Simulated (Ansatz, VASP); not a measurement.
**PbSe in VASP and in Ansatz**

POSCAR

```
PbSe
1.0
    0.0000000000      3.0606500000      3.0606500000
    3.0606500000      0.0000000000      3.0606500000
    3.0606500000      3.0606500000      0.0000000000
Pb Se
1 1
Direct
    0.0000000000      0.0000000000      0.0000000000
    0.5000000000      0.5000000000      0.5000000000
```

Contents of INCAR.step1:

```
PREC = Accurate
ENCUT = 550
ISMEAR = 0
SIGMA = 0.1
LREAL = False
LASPH = True
NELM = 120
NBANDS = 17
GGA = PE
ALGO = Normal
EDIFF = 1E-5
LWAVE = True
LCHARG = False
GGA_COMPAT = False
```

The input INCAR.step2:

```
PREC = Accurate
ENCUT = 550
EDIFF = 1E-6
ISMEAR = 0
SIGMA = 0.1
LREAL = False
LASPH = True
NELM = 120
ALGO = Normal
ISIF = 2
LWAVE = False
LCHARG = True
METAGGA = R2SCAN
LMIXTAU = True
LUSE_VDW = True
IVDW_NL = 2
BPARAM = 11.95
CPARAM = 0.0093
LELF = True
LVHAR = True
NBANDS = 17
ISTART = 1
GGA_COMPAT = False
```

KPOINTS

```
regular mesh
0
Gamma
  6 6 6
```

Input for Ansatz:

```yaml
crystal:
  lattice:
    - [0.0, 3.06065, 3.06065]
    - [3.06065, 0.0, 3.06065]
    - [3.06065, 3.06065, 0.0]
  atoms:
    - { symbol: Pb, position: [0.0, 0.0, 0.0] }
    - { symbol: Se, position: [0.5, 0.5, 0.5] }
basis:
  ecutwfc: 500
kpoints:
  mp_grid: { grid: [6, 6, 6] }
hamiltonian:
  xc: r2scan
  dispersion: rvv10
  pseudopotentials: { kind: paw }
scf:
  occupations: { method: gaussian, width: 0.1 }
output:
  forces: true
  stress: true
  eigenvalues: true
```

Alike in both runs: task single point; functional r2SCAN; dispersion rVV10; k mesh 6 × 6 × 6; occupations gaussian, width 0.1 eV; no spin polarisation.

```csv
,VASP,Ansatz
version,VASP 6.6.1,Ansatz 0.2.0
potentials or method,"VASP PAW PBE potentials, release 64 (Pb_d, Se), cutoff 550 eV","scalar-relativistic, plane waves, PAW"
valence electrons in the cell,20,30
```

```csv
,VASP,Ansatz,Ansatz less VASP
gap on the k mesh at the Fermi level (eV),0.54,0.53,-0.005
least direct gap on the mesh (eV),0.54,0.53,-0.005
pressure (GPa),0.7,0.5,-0.20
```

VASP's potentials were made for PBE, not for r2SCAN. VASP's potentials hold 20 valence electrons a cell and Ansatz's 30, so a difference there can come from the potentials and not from the codes.

Neither program's run includes spin-orbit coupling.
